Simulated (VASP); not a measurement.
# InP3 (R-3m) in VASP: notebook

InP3 is run at these levels: PBEsol; tasks: single point.

Everything below comes from runs of VASP 6.6.1. Logs are shortened: lines on timing, memory, paths and dates and some standing lists are left out, and cuts for length are marked.

### Step 1. The cell of the first run

It takes space group R-3m (No. 166, trigonal). The conventional cell has a = 7.430 Å, b = 7.430 Å, c = 9.838 Å, α = 90.00°, β = 90.00°, γ = 120.00°. In (site symmetry 3m) has 6 P at 2.64 to 2.87 Å within 3.5 Å. Within 2.9 Å of P (site symmetry m) lie 2 P at 2.21 Å and 2 In at 2.64 to 2.87 Å.

### Step 2. Single point, PBEsol

Contents of INCAR:

```
SYSTEM = InP3
ALGO = Normal
EDIFF = 1E-6
ENCUT = 520
GGA = PS
ISIF = 2
ISMEAR = 0
LASPH = .TRUE.
LCHARG = .FALSE.
LREAL = .FALSE.
LWAVE = .FALSE.
NBANDS = 38
NELM = 100
PREC = Accurate
SIGMA = 0.1
```

Contents of KPOINTS:

```
k-points
0
G
  6 6 6
  0 0 0
```

Contents of POSCAR:

```
InP3
1.0
    3.7149867772      2.1448486158      3.2793762827
   -3.7149867772      2.1448486158      3.2793762827
    0.0000000000     -4.2896972317      3.2793762827
In P
2 6
Direct
    0.2732789108      0.2732789108      0.2732789108
    0.7267210892      0.7267210892      0.7267210892
    0.7947108828      0.2411926282      0.7947108828
    0.7947108828      0.7947108828      0.2411926282
    0.2411926282      0.7947108828      0.7947108828
    0.2052891172      0.7588073718      0.2052891172
    0.7588073718      0.2052891172      0.2052891172
    0.2052891172      0.2052891172      0.7588073718
```

Potentials or basis: VASP PAW PBE potentials, release 64 (In_d, P).

The run is started by

```bash
cat potpaw_PBE.64/In_d/POTCAR potpaw_PBE.64/P/POTCAR > POTCAR
mpirun -np 1 vasp_std > vasp.out
```

OUTCAR:

```text
SYSTEM = InP3
   EDIFF = 1E-6
   ENCUT = 520
   GGA = PS
   ISIF = 2
   ISMEAR = 0
   LASPH = .TRUE.
   LREAL = .FALSE.
   NELM = 100
   PREC = Accurate

 ion  position               nearest neighbor table
   1  0.273  0.273  0.273-   6 2.64   7 2.64   8 2.64   6 2.87   7 2.87   8 2.87
   2  0.727  0.727  0.727-   3 2.64   5 2.64   4 2.64   3 2.87   5 2.87   4 2.87
   3  0.795  0.241  0.795-   8 2.21   7 2.21   2 2.64   2 2.87
   4  0.795  0.795  0.241-   6 2.21   7 2.21   2 2.64   2 2.87
   5  0.241  0.795  0.795-   8 2.21   6 2.21   2 2.64   2 2.87
   6  0.205  0.759  0.205-   4 2.21   5 2.21   1 2.64   1 2.87
   7  0.759  0.205  0.205-   4 2.21   3 2.21   1 2.64   1 2.87
   8  0.205  0.205  0.759-   3 2.21   5 2.21   1 2.64   1 2.87

  LATTYP: Found a trigonal (rhomboedric) cell.
 ALAT       =     5.3996121289
 COS(alpha) =     0.0532846651

  Lattice vectors:

 A1 = (   3.7149867772,   2.1448486158,   3.2793762827)
 A2 = (  -3.7149867772,   2.1448486158,   3.2793762827)
 A3 = (   0.0000000000,  -4.2896972317,   3.2793762827)

Analysis of symmetry for initial positions (statically):
=====================================================================
 Subroutine PRICEL returns:
 Original cell was already a primitive cell.

 Routine SETGRP: Setting up the symmetry group for a
 trigonal (rhombohedral) supercell.

 Subroutine GETGRP returns: Found 12 space group operations
 (whereof 12 operations were pure point group operations)
 out of a pool of 12 trial point group operations.

The static configuration has the point symmetry D_3d.

Analysis of symmetry for dynamics (positions and initial velocities):
=====================================================================
 Subroutine PRICEL returns:
 Original cell was already a primitive cell.

 Routine SETGRP: Setting up the symmetry group for a
 trigonal (rhombohedral) supercell.

 Subroutine GETGRP returns: Found 12 space group operations
 (whereof 12 operations were pure point group operations)
 out of a pool of 12 trial point group operations.

The dynamic configuration has the point symmetry D_3d.

 Subroutine INISYM returns: Found 12 space group operations
 (whereof 12 operations are pure point group operations),
 and found     1 'primitive' translations

----------------------------------------------------------------------------------------

                                     Primitive cell

  volume of cell :     156.7821

  direct lattice vectors                    reciprocal lattice vectors
     3.714986777  2.144848616  3.279376283     0.134589981  0.077705562  0.101645345
    -3.714986777  2.144848616  3.279376283    -0.134589981  0.077705562  0.101645345
     0.000000000 -4.289697232  3.279376283     0.000000000 -0.155411124  0.101645345

  length of vectors
     5.399612129  5.399612129  5.399612129     0.185699740  0.185699740  0.185699740

  position of ions in fractional coordinates (direct lattice)
     0.273278911  0.273278911  0.273278911
     0.726721089  0.726721089  0.726721089
     0.794710883  0.241192628  0.794710883
     0.794710883  0.794710883  0.241192628
     0.241192628  0.794710883  0.794710883
     0.205289117  0.758807372  0.205289117
     0.758807372  0.205289117  0.205289117
     0.205289117  0.205289117  0.758807372

  ion indices of the primitive-cell ions
   primitive index   ion index
                 1           1
                 2           2
                 3           3
                 4           4
                 5           5
                 6           6
                 7           7
                 8           8

----------------------------------------------------------------------------------------

 KPOINTS: k-points

Automatic generation of k-mesh.
 Grid dimensions read from file:
 generate k-points for:    6    6    6

 Generating k-lattice:

  Cartesian coordinates                     Fractional coordinates (reciprocal lattice)
     0.022431664  0.012950927  0.016940891     0.166666667 -0.000000000 -0.000000000
    -0.022431664  0.012950927  0.016940891    -0.000000000  0.166666667 -0.000000000
     0.000000000 -0.025901854  0.016940891     0.000000000  0.000000000  0.166666667

  Length of vectors
     0.030949957  0.030949957  0.030949957

  Shift w.r.t. Gamma in fractional coordinates (k-lattice)
     0.000000000  0.000000000  0.000000000

 Subroutine IBZKPT returns following result:
 ===========================================

 Found     32 irreducible k-points:

 Following reciprocal coordinates:
            Coordinates               Weight
  0.000000  0.000000  0.000000      1.000000
  0.166667  0.000000 -0.000000      6.000000
  0.333333  0.000000 -0.000000      6.000000
  0.500000 -0.000000 -0.000000      3.000000
  0.166667  0.166667 -0.000000      6.000000
  0.333333  0.166667 -0.000000     12.000000
[... 16 lines left out ...]
  0.500000  0.500000  0.166667      6.000000
 -0.333333  0.500000  0.166667     12.000000
 [... further k-points ...]
   k-points           NKPTS =     32   k-points in BZ     NKDIM =     32   number of bands    NBANDS=     38
   number of dos      NEDOS =    301   number of ions     NIONS =      8
   total plane-waves  NPLWV =  64000
   dimension x,y,z NGX =    40 NGY =   40 NGZ =   40
   dimension x,y,z NGXF=    80 NGYF=   80 NGZF=   80
   ions per type =               2   6
   NGX,Y,Z   is equivalent  to a cutoff of  12.32, 12.32, 12.32 a.u.
   NGXF,Y,Z  is equivalent  to a cutoff of  24.63, 24.63, 24.63 a.u.
 SYSTEM =  InP3
   PREC   = accura    normal or accurate (medium, high low for compatibility)
   ISTART =      0    job   : 0-new  1-cont  2-samecut
   ICHARG =      2    charge: 1-file 2-atom 10-const
   ISPIN  =      1    spin polarized calculation?
   LNONCOLLINEAR =      F non collinear calculations
   LSORBIT =      F    spin-orbit coupling
   LASPH  =      T    aspherical Exc in radial PAW
   ENCUT  =  520.0 eV  38.22 Ry    6.18 a.u.  10.04 10.04 10.04*2*pi/ulx,y,z
   NELM   =    100;   NELMIN=  2; NELMDL= -5     # of ELM steps
   EDIFF  = 0.1E-05   stopping-criterion for ELM
   LREAL  =      F    real-space projection
   EDIFFG = 0.1E-04   stopping-criterion for IOM
   NSW    =      0    number of steps for IOM
   IBRION =     -1    ionic relax: 0-MD 1-quasi-New 2-CG
   NFREE  =      0    steps in history (QN), initial steepest desc. (CG)
   ISIF   =      2    stress and relaxation
   ISYM   =      2    0-nonsym 1-usesym 2-fastsym
   POTIM  = 0.5000    time-step for ionic-motion
   TEBEG  =    0.0;   TEEND  =   0.0 temperature during run
   PSTRESS=    0.0 pullay stress
   NELECT =      56.0000    total number of electrons
   NUPDOWN=      -1.0000    fix difference up-down
   EMIN   =  10.00;   EMAX   =-10.00  energy-range for DOS
   EFERMI =   0.00;   METHOD = LEGACY
   ISMEAR =     0;   SIGMA  =   0.10  broadening in eV -4-tet -1-fermi 0-gaus
   EFERMI_NEDOS =   21; number of points for ismear=-14 and -15
   IALGO  =     38    algorithm
   IMIX   =      4    mixing-type and parameters
     AMIX     =   0.40;   BMIX     =  1.00
     AMIX_MAG =   1.60;   BMIX_MAG =  1.00
  volume/ion in A,a.u.               =      19.60       132.25
  Fermi-wavevector in a.u.,A,eV,Ry     =   1.161552  2.195015 18.357026  1.349203
  Thomas-Fermi vector in A             =   2.298123
   LORBIT       =      0    0 simple, 1 ext, 2 COOP (PROOUT), +10 PAW based schemes
   GGA     = PS    functional components
   LHFCALC =     F    Hartree Fock is set to
   AEXX    =    0.0000 exact exchange contribution
   IVDW    =     0    specifies the selected vdW correction
   LEPSILON=     F    determine dielectric tensor
   LRPA    =     F    only Hartree local field effects (RPA)
 non-spin polarized calculation
 Gauss-broadening in eV      SIGMA  =   0.10
  energy-cutoff  :      520.00
  volume of cell :      156.78
 maximum number of plane-waves:      4266
   NGX = 21   NGY = 21   NGZ = 21

 number of electron      56.0000017 magnetization

 Free energy of the ion-electron system (eV)
  ---------------------------------------------------
  ext. energy  EPLUGINS =         0.00000000
  ---------------------------------------------------
  free energy    TOTEN  =       -41.34527536 eV

  energy without entropy =      -41.34197462  energy(sigma->0) =      -41.34362499

 E-fermi :   6.8405     XC(G=0): -10.3909

 val. band max:        6.6933622684   @ k =   0.5000   0.5000   0.3333
 cond. band min:       6.8691251366   @ k =   0.5000   0.5000  -0.0000
 fundamental gap:      0.1757628682
 Fermi energy:         6.8405351835

 k-point     1 :       0.0000    0.0000    0.0000
  band No.  band energies     occupation
      1      -7.6123      2.00000
      2      -7.6123      2.00000
      3      -7.4689      2.00000
      4      -7.4689      2.00000
      5      -7.4334      2.00000
      6      -7.3808      2.00000
[... 30 lines left out ...]
     37      13.0978      0.00000
     38      13.9294      0.00000

 k-point     2 :       0.1667    0.0000   -0.0000
  band No.  band energies     occupation
      1      -7.6310      2.00000
      2      -7.6020      2.00000
      3      -7.4751      2.00000
      4      -7.4663      2.00000
      5      -7.3988      2.00000
      6      -7.3816      2.00000
[... 30 lines left out ...]
     37      12.3375      0.00000
     38      13.2195      0.00000

 k-point     3 :       0.3333    0.0000   -0.0000
  band No.  band energies     occupation
      1      -7.6392      2.00000
      2      -7.5770      2.00000
      3      -7.4917      2.00000
      4      -7.4637      2.00000
      5      -7.3904      2.00000
      6      -7.3819      2.00000
[... 30 lines left out ...]
     37      12.3424      0.00000
[... 781 lines left out ...]
 k-point    23 :       0.5000    0.5000    0.1667
  band No.  band energies     occupation
      1      -7.6067      2.00000
      2      -7.4936      2.00000
      3      -7.4503      2.00000
      4      -7.4410      2.00000
      5      -7.4228      2.00000
      6      -7.3758      2.00000
[... 30 lines left out ...]
     37      11.2991      0.00000
     38      11.4143      0.00000

 k-point    24 :      -0.3333    0.5000    0.1667
  band No.  band energies     occupation
      1      -7.6217      2.00000
      2      -7.4950      2.00000
      3      -7.4675      2.00000
      4      -7.4476      2.00000
      5      -7.4042      2.00000
      6      -7.3796      2.00000
[... 30 lines left out ...]
     37      11.5057      0.00000
     38      11.5869      0.00000

 [... further k-points ...]
[... 5 lines left out ...]
  --------------------------------------------------------------------------------------
  -------------------------------------------------------------------------------------
  Total       -0.0201804     -0.0201804      0.0107641      0.0000000     -0.0000000      0.0000000
  in kB       -0.2062264     -0.2062264      0.1100001      0.0000000     -0.0000000      0.0000000
  external PRESSURE =      -0.1008176 kB  Pullay stress =       0.0000000 kB

 VOLUME and BASIS-vectors are now :
 -----------------------------------------------------------------------------
  energy-cutoff  :      520.00
  volume of cell :      156.78
      direct lattice vectors                 reciprocal lattice vectors
     3.714986777  2.144848616  3.279376283     0.134589981  0.077705562  0.101645345
    -3.714986777  2.144848616  3.279376283    -0.134589981  0.077705562  0.101645345
     0.000000000 -4.289697232  3.279376283     0.000000000 -0.155411124  0.101645345

 POSITION                                       TOTAL-FORCE (eV/Angst)
 -----------------------------------------------------------------------------------
      0.00000     -0.00000      2.68855         0.000000     -0.000000      0.003016
      0.00000     -0.00000      7.14958         0.000000      0.000000     -0.003016
      2.05631     -1.18721      6.00327         0.014134     -0.008160      0.016832
      0.00000      2.37443      6.00327         0.000000      0.016321      0.016832
     -2.05631     -1.18721      6.00327        -0.014134     -0.008160      0.016832
     -2.05631      1.18721      3.83486        -0.014134      0.008160     -0.016832
      2.05631      1.18721      3.83486         0.014134      0.008160     -0.016832
      0.00000     -2.37443      3.83486         0.000000     -0.016321     -0.016832
 -----------------------------------------------------------------------------------
    total drift:                                0.000000     -0.000000      0.000000

  FREE ENERGIE OF THE ION-ELECTRON SYSTEM (eV)
  ---------------------------------------------------
  free  energy   TOTEN  =       -41.3452753628 eV

  energy  without entropy=      -41.3419746167  energy(sigma->0) =      -41.34362499
```

It took 59 s on 1 thread of Intel Xeon 6975P-C (Granite Rapids), shared host; peak memory 0.32 GiB.

Results:

```yaml
Free_energy: -41.3453 eV
Pressure: 0.0 GPa
Largest_force: 0.023 eV/Å
Band_gap_on_the_k_mesh: zero (band 28 reaches 7.02 eV, above the bottom of band 29 at 6.54 eV)
```

Forces on the atoms (eV/Å):
```
In   0.000  0.000  0.003
In   0.000  0.000 -0.003
P    0.014 -0.008  0.017
P    0.000  0.016  0.017
P   -0.014 -0.008  0.017
P   -0.014  0.008 -0.017
P    0.014  0.008 -0.017
P    0.000 -0.016 -0.017
```

Caveat: the PAW data sets were made with another functional, which shifts forces and pressure a little; spin-orbit coupling is left out, which moves the levels of the heavy elements.

### Step 3. Single point, PBEsol

Contents of INCAR:

```
PREC = Accurate
ENCUT = 520
EDIFF = 1E-6
ISMEAR = -1
SIGMA = 0.15
LREAL = F
LASPH = T
NELM = 60
ALGO = Normal
ISIF = 2
LWAVE = F
LCHARG = F
GGA = PS
NBANDS = 38
```

Contents of KPOINTS:

```
Automatic mesh
0
Gamma
  6 6 6
```

Contents of POSCAR:

```
InP3
1.0
    3.7164598272      2.1456990816      3.2769439491
   -3.7164598272      2.1456990816      3.2769439491
    0.0000000000     -4.2913981633      3.2769439491
In P
2 6
Direct
    0.2735219547      0.2735219547      0.2735219547
    0.7264780453      0.7264780453      0.7264780453
    0.7947265564      0.2414630323      0.7947265564
    0.7947265564      0.7947265564      0.2414630323
    0.2414630323      0.7947265564      0.7947265564
    0.2052734436      0.7585369677      0.2052734436
    0.7585369677      0.2052734436      0.2052734436
    0.2052734436      0.2052734436      0.7585369677
```

Potentials or basis: VASP PAW PBE potentials, release 64 (In_d, P).

The run is started by

```bash
cat potpaw_PBE.64/In_d/POTCAR potpaw_PBE.64/P/POTCAR > POTCAR
mpirun -np 1 vasp_std > vasp.out
```

It took 60 s on 1 thread of Intel Xeon 6975P-C (Granite Rapids), shared host; peak memory 0.32 GiB.

It converged, with:

```yaml
Free_energy: -41.3791 eV
Pressure: 0.0 GPa
Largest_force: 0.023 eV/Å
Band_gap_on_the_k_mesh: zero (band 28 reaches 7.02 eV, above the bottom of band 29 at 6.54 eV)
```

Forces in eV/Å, atoms in the order of the input:
```
In   0.000  0.000  0.006
In   0.000  0.000 -0.006
P    0.011 -0.006  0.019
P    0.000  0.013  0.019
P   -0.011 -0.006  0.019
P   -0.011  0.006 -0.019
P    0.011  0.006 -0.019
P    0.000 -0.013 -0.019
```

Levels at points of the mesh, in eV from the Fermi level:
```csv
k point,band 26,band 27,band 28,band 29,band 30,band 31
"(0.00, 0.00, 0.00)",-2.19,-0.81,-0.81,-0.31,-0.30,1.91
"(0.50, 0.00, 0.00)",-1.64,-1.21,-1.17,0.22,2.47,2.49
"(0.50, 0.50, 0.00)",-0.88,-0.72,-0.08,1.16,1.31,2.11
"(0.50, 0.50, 0.50)",-0.05,0.08,0.08,1.47,1.58,1.58
```

Caveat: the PAW data sets were made with another functional, which shifts forces and pressure a little; spin-orbit coupling is left out, which moves the levels of the heavy elements.
